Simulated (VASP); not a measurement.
# LiF (P4/mmm) in VASP: single point with r2SCAN

Aim: the single point of LiF with r2SCAN.

All numbers are computed with VASP 6.6.1; they aren't measurements. Logs are shortened: lines on timing, memory, paths and dates and some standing lists are left out, and cuts for length are marked.

## 1. The cell of the first run

It takes space group P4/mmm (No. 123, tetragonal). The conventional cell has a = 2.660 Å, b = 2.660 Å, c = 2.516 Å, α = 90.00°, β = 90.00°, γ = 90.00°. Li (site symmetry 4/mmm) has 8 F at 2.26 Å and 6 Li at 2.52 to 2.66 Å within 3.0 Å. Within 3.0 Å of F (site symmetry 4/mmm) lie 8 Li at 2.26 Å and 6 F at 2.52 to 2.66 Å.

## 2. Single point, r2SCAN (biaxial xy strain +5.7%)

Contents of POSCAR:

```
LiF
1.0
    2.6604400526      0.0000000000      0.0000000000
    0.0000000000      2.6604400526      0.0000000000
    0.0000000000      0.0000000000      2.5162584438
Li F
1 1
Direct
    0.0000000000      0.0000000000      0.0000000000
    0.5000000000      0.5000000000      0.5000000000
```

Contents of INCAR.step1:

```
SYSTEM = LiF
PREC = Accurate
ENCUT = 1490
ISMEAR = 0
SIGMA = 0.01
LREAL = .FALSE.
LASPH = .TRUE.
NELM = 120
NBANDS = 12
GGA = PE
ALGO = Normal
EDIFF = 1E-5
LWAVE = .TRUE.
LCHARG = .FALSE.
GGA_COMPAT = .FALSE.
```

Contents of INCAR.step2:

```
SYSTEM = LiF
PREC = Accurate
ENCUT = 1490
EDIFF = 1E-6
ISMEAR = 0
SIGMA = 0.01
LREAL = .FALSE.
LASPH = .TRUE.
NELM = 120
ALGO = Normal
ISIF = 2
LWAVE = .FALSE.
LCHARG = .FALSE.
METAGGA = R2SCAN
LMIXTAU = .TRUE.
NBANDS = 12
ISTART = 1
GGA_COMPAT = .FALSE.
```

Contents of KPOINTS:

```
regular mesh
0
G
  10 10 10
  0 0 0
```

Potentials or basis: VASP PAW PBE potentials, release 64 (Li_sv, F_h).

The run is started by

```sh
$ cat potpaw_PBE.64/Li_sv/POTCAR potpaw_PBE.64/F_h/POTCAR > POTCAR
$ cp INCAR.step1 INCAR
$ mpirun -np 1 vasp_std > vasp.out
$ cp INCAR.step2 INCAR
$ mpirun -np 1 vasp_std > vasp.out
```

OUTCAR:

```text
SYSTEM = LiF
   PREC = Accurate
   ENCUT = 1490
   EDIFF = 1E-6
   ISMEAR = 0
   LREAL = .FALSE.
   LASPH = .TRUE.
   NELM = 120
   ISIF = 2
   METAGGA = R2SCAN
   ISTART = 1

 ion  position               nearest neighbor table
   1  0.000  0.000  0.000-
   2  0.500  0.500  0.500-

  LATTYP: Found a simple tetragonal cell.
 ALAT       =     2.6604400526
 C/A-ratio  =     0.9458053533

  Lattice vectors:

 A1 = (   2.6604400526,   0.0000000000,   0.0000000000)
 A2 = (   0.0000000000,   2.6604400526,   0.0000000000)
 A3 = (   0.0000000000,   0.0000000000,   2.5162584438)

Analysis of symmetry for initial positions (statically):
=====================================================================
 Subroutine PRICEL returns:
 Original cell was already a primitive cell.

 Routine SETGRP: Setting up the symmetry group for a
 simple tetragonal supercell.

 Subroutine GETGRP returns: Found 16 space group operations
 (whereof 16 operations were pure point group operations)
 out of a pool of 16 trial point group operations.

The static configuration has the point symmetry D_4h.

Analysis of symmetry for dynamics (positions and initial velocities):
=====================================================================
 Subroutine PRICEL returns:
 Original cell was already a primitive cell.

 Routine SETGRP: Setting up the symmetry group for a
 simple tetragonal supercell.

 Subroutine GETGRP returns: Found 16 space group operations
 (whereof 16 operations were pure point group operations)
 out of a pool of 16 trial point group operations.

The dynamic configuration has the point symmetry D_4h.

 Subroutine INISYM returns: Found 16 space group operations
 (whereof 16 operations are pure point group operations),
 and found     1 'primitive' translations

----------------------------------------------------------------------------------------

                                     Primitive cell

  volume of cell :      17.8099

  direct lattice vectors                    reciprocal lattice vectors
     2.660440053  0.000000000  0.000000000     0.375877667  0.000000000  0.000000000
     0.000000000  2.660440053  0.000000000     0.000000000  0.375877667  0.000000000
     0.000000000  0.000000000  2.516258444     0.000000000  0.000000000  0.397415457

  length of vectors
     2.660440053  2.660440053  2.516258444     0.375877667  0.375877667  0.397415457

  position of ions in fractional coordinates (direct lattice)
     0.000000000  0.000000000  0.000000000
     0.500000000  0.500000000  0.500000000

  ion indices of the primitive-cell ions
   primitive index   ion index
                 1           1
                 2           2

----------------------------------------------------------------------------------------

 KPOINTS: regular mesh

Automatic generation of k-mesh.
 Grid dimensions read from file:
 generate k-points for:   10   10   10

 Generating k-lattice:

  Cartesian coordinates                     Fractional coordinates (reciprocal lattice)
     0.037587767  0.000000000  0.000000000     0.100000000  0.000000000  0.000000000
     0.000000000  0.037587767  0.000000000     0.000000000  0.100000000  0.000000000
     0.000000000  0.000000000  0.039741546     0.000000000  0.000000000  0.100000000

  Length of vectors
     0.037587767  0.037587767  0.039741546

  Shift w.r.t. Gamma in fractional coordinates (k-lattice)
     0.000000000  0.000000000  0.000000000

 Subroutine IBZKPT returns following result:
 ===========================================

 Found    126 irreducible k-points:

 Following reciprocal coordinates:
            Coordinates               Weight
  0.000000  0.000000  0.000000      1.000000
  0.100000  0.000000  0.000000      4.000000
  0.200000  0.000000  0.000000      4.000000
  0.300000  0.000000  0.000000      4.000000
  0.400000  0.000000  0.000000      4.000000
  0.500000  0.000000  0.000000      2.000000
[... 16 lines left out ...]
  0.100000  0.000000  0.100000      8.000000
  0.200000  0.000000  0.100000      8.000000
 [... further k-points ...]
   k-points           NKPTS =    126   k-points in BZ     NKDIM =    126   number of bands    NBANDS=     12
   number of dos      NEDOS =    301   number of ions     NIONS =      2
   total plane-waves  NPLWV =  41472
   dimension x,y,z NGX =    36 NGY =   36 NGZ =   32
   dimension x,y,z NGXF=    72 NGYF=   72 NGZF=   64
   ions per type =               1   1
   NGX,Y,Z   is equivalent  to a cutoff of  22.50, 22.50, 21.14 a.u.
   NGXF,Y,Z  is equivalent  to a cutoff of  44.99, 44.99, 42.28 a.u.
 SYSTEM =  LiF
   PREC   = accura    normal or accurate (medium, high low for compatibility)
   ISTART =      1    job   : 0-new  1-cont  2-samecut
   ICHARG =      0    charge: 1-file 2-atom 10-const
   ISPIN  =      1    spin polarized calculation?
   LNONCOLLINEAR =      F non collinear calculations
   LSORBIT =      F    spin-orbit coupling
   LASPH  =      T    aspherical Exc in radial PAW
   ENCUT  = 1490.0 eV 109.51 Ry   10.46 a.u.   8.37  8.37  7.92*2*pi/ulx,y,z
   NELM   =    120;   NELMIN=  2; NELMDL=  0     # of ELM steps
   EDIFF  = 0.1E-05   stopping-criterion for ELM
   LREAL  =      F    real-space projection
   EDIFFG = 0.1E-04   stopping-criterion for IOM
   NSW    =      0    number of steps for IOM
   IBRION =     -1    ionic relax: 0-MD 1-quasi-New 2-CG
   NFREE  =      0    steps in history (QN), initial steepest desc. (CG)
   ISIF   =      2    stress and relaxation
   ISYM   =      2    0-nonsym 1-usesym 2-fastsym
   POTIM  = 0.5000    time-step for ionic-motion
   TEBEG  =    0.0;   TEEND  =   0.0 temperature during run
   PSTRESS=    0.0 pullay stress
   NELECT =      10.0000    total number of electrons
   NUPDOWN=      -1.0000    fix difference up-down
   EMIN   =  10.00;   EMAX   =-10.00  energy-range for DOS
   EFERMI =   0.00;   METHOD = LEGACY
   ISMEAR =     0;   SIGMA  =   0.01  broadening in eV -4-tet -1-fermi 0-gaus
   EFERMI_NEDOS =   21; number of points for ismear=-14 and -15
   IALGO  =     38    algorithm
   IMIX   =      4    mixing-type and parameters
     AMIX     =   0.40;   BMIX     =  1.00
     AMIX_MAG =   1.60;   BMIX_MAG =  1.00
  volume/ion in A,a.u.               =       8.90        60.09
  Fermi-wavevector in a.u.,A,eV,Ry     =   1.350581  2.552229 24.817981  1.824070
  Thomas-Fermi vector in A             =   2.478074
   LORBIT       =      0    0 simple, 1 ext, 2 COOP (PROOUT), +10 PAW based schemes
   METAGGA = R2SCAN    functional components
   LHFCALC =     F    Hartree Fock is set to
   AEXX    =    0.0000 exact exchange contribution
   IVDW    =     0    specifies the selected vdW correction
   LEPSILON=     F    determine dielectric tensor
   LRPA    =     F    only Hartree local field effects (RPA)
 non-spin polarized calculation
 Gauss-broadening in eV      SIGMA  =   0.01
  energy-cutoff  :     1490.00
  volume of cell :       17.81
 maximum number of plane-waves:      2355
 NGX is ok and might be reduce to    36
   NGX = 17   NGY = 17   NGZ = 15

 number of electron      10.0000003 magnetization

 Free energy of the ion-electron system (eV)
  ---------------------------------------------------
  ext. energy  EPLUGINS =         0.00000000
  ---------------------------------------------------
  free energy    TOTEN  =       -11.20090298 eV

  energy without entropy =      -11.20090298  energy(sigma->0) =      -11.20090298

 E-fermi :  -0.0584     XC(G=0): -10.1479

 val. band max:       -0.1511048840   @ k =   0.5000   0.5000   0.0000
 cond. band min:       7.6619223957   @ k =   0.0000   0.0000   0.0000
 fundamental gap:      7.8130272797
 Fermi energy:        -0.0583590383

 k-point     1 :       0.0000    0.0000    0.0000
  band No.  band energies     occupation
      1     -44.5349      2.00000
      2     -22.1048      2.00000
      3      -1.2117      2.00000
      4      -1.2117      2.00000
      5      -0.6446      2.00000
      6       7.6619      0.00000
      7      18.4473      0.00000
      8      19.8895      0.00000
      9      20.9296      0.00000
     10      20.9296      0.00000
     11      22.6283      0.00000
     12      36.7093      0.00000

 k-point     2 :       0.1000    0.0000    0.0000
  band No.  band energies     occupation
      1     -44.5321      2.00000
      2     -22.0730      2.00000
      3      -1.5126      2.00000
      4      -1.1790      2.00000
      5      -0.6182      2.00000
      6       7.9048      0.00000
      7      17.3485      0.00000
      8      19.7945      0.00000
      9      20.8519      0.00000
     10      22.5980      0.00000
     11      22.8691      0.00000
     12      35.6455      0.00000

 k-point     3 :       0.2000    0.0000    0.0000
  band No.  band energies     occupation
      1     -44.5248      2.00000
      2     -21.9884      2.00000
      3      -2.2300      2.00000
      4      -1.0925      2.00000
      5      -0.5485      2.00000
      6       8.4584      0.00000
      7      15.8439      0.00000
      8      20.3918      0.00000
      9      20.6345      0.00000
     10      22.5064      0.00000
     11      25.9989      0.00000
     12      33.3229      0.00000
[... 286 lines left out ...]
 k-point    23 :       0.1000    0.0000    0.1000
  band No.  band energies     occupation
      1     -44.5277      2.00000
      2     -22.0257      2.00000
      3      -1.4718      2.00000
      4      -1.1376      2.00000
      5      -0.9829      2.00000
      6       8.1426      0.00000
      7      17.4059      0.00000
      8      18.6455      0.00000
      9      20.8685      0.00000
     10      22.3781      0.00000
     11      24.9473      0.00000
     12      34.6021      0.00000

 k-point    24 :       0.2000    0.0000    0.1000
  band No.  band energies     occupation
      1     -44.5205      2.00000
      2     -21.9403      2.00000
      3      -2.1862      2.00000
      4      -1.0535      2.00000
      5      -0.9104      2.00000
      6       8.7254      0.00000
      7      15.8716      0.00000
      8      19.0085      0.00000
      9      20.7158      0.00000
     10      23.6904      0.00000
     11      26.7543      0.00000
     12      31.9688      0.00000

 [... further k-points ...]
[... 5 lines left out ...]
  --------------------------------------------------------------------------------------
  -------------------------------------------------------------------------------------
  Total       -1.4087608     -1.4087608      0.2279413      0.0000000     -0.0000000     -0.0000000
  in kB     -126.7318130   -126.7318130     20.5055463      0.0000000     -0.0000000     -0.0000000
  external PRESSURE =     -77.6526933 kB  Pullay stress =       0.0000000 kB

 VOLUME and BASIS-vectors are now :
 -----------------------------------------------------------------------------
  energy-cutoff  :     1490.00
  volume of cell :       17.81
      direct lattice vectors                 reciprocal lattice vectors
     2.660440053  0.000000000  0.000000000     0.375877667  0.000000000  0.000000000
     0.000000000  2.660440053  0.000000000     0.000000000  0.375877667  0.000000000
     0.000000000  0.000000000  2.516258444     0.000000000  0.000000000  0.397415457

 POSITION                                       TOTAL-FORCE (eV/Angst)
 -----------------------------------------------------------------------------------
      0.00000      0.00000      0.00000         0.000000      0.000000      0.000000
      1.33022      1.33022      1.25813         0.000000      0.000000      0.000000
 -----------------------------------------------------------------------------------
    total drift:                                0.000000      0.000000      0.000000

  FREE ENERGIE OF THE ION-ELECTRON SYSTEM (eV)
  ---------------------------------------------------
  free  energy   TOTEN  =       -11.2009029757 eV

  energy  without entropy=      -11.2009029757  energy(sigma->0) =      -11.20090298
```

It took 3.7 min on 1 thread of Intel Xeon Platinum 8375C at 2.90GHz (Ice Lake), shared host; peak memory 0.27 GiB.

Results:

- Free energy: -11.2009 eV
- Pressure: -7.8 GPa
- Band gap on the k mesh: 7.81 eV (least direct gap 8.31 eV)

Levels at points of the mesh, in eV from the valence-band top:
```tsv
k point	band 2	band 3	band 4	band 5	band 6	band 7	band 8	band 9
(0.00, 0.00, 0.00)	-21.95	-1.06	-1.06	-0.49	7.81	18.60	20.04	21.08
(0.50, 0.00, 0.00)	-21.61	-3.65	-0.71	-0.21	9.63	14.09	20.13	22.33
(0.50, 0.50, 0.00)	-21.21	-3.33	-3.33	0.00	13.58	14.07	14.07	20.30
(0.00, 0.00, 0.50)	-21.43	-3.66	-0.60	-0.60	9.32	14.85	20.79	20.79
(0.50, 0.00, 0.50)	-21.04	-3.30	-3.11	-0.36	13.65	14.06	14.52	19.37
(0.50, 0.50, 0.50)	-20.72	-2.49	-2.28	-2.28	11.44	11.92	11.92	23.98
```

Caveat: the cell differs from its parent crystal (biaxial xy strain +5.7%); the stress differs along the axes, from -13 to 2 GPa; the structure was generated, so it needn't be the stable form of LiF; the PAW data sets were made with another functional, which shifts forces and pressure a little.
